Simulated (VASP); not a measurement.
Set up this calculation in VASP 6.6.1, as the native input.

| Property | Result |
| --- | --- |
| Task | relaxation of cell and atoms |
| Functional | PBE |
| Potentials or basis | VASP PAW PBE potentials, release 64 (Sm_3, Nb_sv), 4f in core |
| Cutoff | 500 eV |
| k mesh | 5 × 5 × 3 |
| Occupations | gaussian, width 0.2 eV |
| Spin | no spin polarisation |
| Dipole correction | no |
| Further INCAR settings | ALGO = Normal; EDIFF = 1e-07; IBRION = 2; EDIFFG = -0.08; NSW = 36; ISIF = 3 |

The structure of SmNb lies in POSCAR:

```
SmNb
1.0
    3.7797820800      0.0000000000      0.0000000000
    0.0000000000      3.7797820800      0.0000000000
    0.0000000000      0.0000000000      6.1181862800
Sm Nb
2 2
Direct
    0.5000000000      0.0000000000      0.8574000000
    0.0000000000      0.5000000000      0.1426000000
    0.5000000000      0.0000000000      0.2538999900
    0.0000000000      0.5000000000      0.7461000100
```

The cell was generated, and may not be a known phase.

The input as run:

INCAR

```
SYSTEM = SmNb
PREC = Accurate
ENCUT = 500
EDIFF = 1E-7
ISMEAR = 0
SIGMA = 0.2
LREAL = .FALSE.
LASPH = .TRUE.
NELM = 200
ALGO = Normal
ISIF = 3
LWAVE = .FALSE.
LCHARG = .FALSE.
GGA = PE
IBRION = 2
NSW = 36
EDIFFG = -0.08
GGA_COMPAT = .FALSE.
NELMIN = 4
LMAXMIX = 6
```

KPOINTS

```
regular mesh
0
G
  5 5 3
  0 0 0
```

Potentials or basis: VASP PAW PBE potentials, release 64 (Sm_3, Nb_sv), 4f in core.

The run is started by

```bash
$ cat potpaw_PBE.64/Sm_3/POTCAR potpaw_PBE.64/Nb_sv/POTCAR > POTCAR
$ mpirun -np 1 vasp_std > vasp.out
```

Results of the run:

```
Relaxed volume                        : 25.51 Å³/atom
Relaxed cell                          : a = 3.513 Å, b = 3.513 Å, c = 8.266 Å, α = 90.00°, β = 90.00°, γ = 90.00°
Space group after relaxing (to 0.1 Å) : P4/nmm (No. 129)
Energy gained by relaxing             : 1716.9 meV/atom
Ionic steps                           : 25
Pressure after relaxing               : 0.2 GPa
Largest force after relaxing          : 0.043 eV/Å
Band gap on the k mesh                : zero (bands 24 and 25 overlap by 1.06 eV)
```

Caveat: the volume moved by over 15 % at a fixed basis, so the end points are rough; spin-orbit coupling is left out, which moves the levels of the heavy elements; the 4f electrons are frozen in the core, so they carry no moment and show no levels; the relaxation stopped at a loose force limit of 0.08 eV/Å, so its end isn't a converged minimum.

Run time: 14 min on 1 thread of Intel(R) Xeon(R) Platinum 8259CL CPU @ 2.50GHz (Skylake/Cascade Lake), on a shared host, peak memory 0.22 GiB.
